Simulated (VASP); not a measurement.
Crystal: AlFe.

```
Al Fe
1.0
     3.07506    0.00000    0.00000
     0.00000    3.07506    0.00000
     0.00000    0.00000    3.07506
Al Fe
1 1
Direct
  0.00000 0.00000 0.00000
  0.50000 0.50000 0.50000
```

This cell differs from its parent crystal: volume scaled by 1.18.

Base run:

- Program: VASP 6.6.1
- Functional: PBE
- Potentials or basis: VASP PAW PBE potentials, release 64 (Al, Fe)
- Cutoff: 520 eV
- k mesh: 11 × 11 × 11
- Occupations: fermi-dirac, width 0.1 eV
- Spin: collinear spin, ferromagnetic start
- Starting moments: [0.0, 3.0] μB

Its results: pressure -16.5 GPa.

**Question.** The run is repeated on the same cell with these changes: spin from collinear spin, ferromagnetic start to no spin polarisation; further incar settings from ALGO = Normal; EDIFF = 1e-06; NBANDS = 16 to ALGO = Normal; EDIFF = 1e-06; NBANDS = 12. What comes out?

**Answer.** Pressure -23.6 GPa.
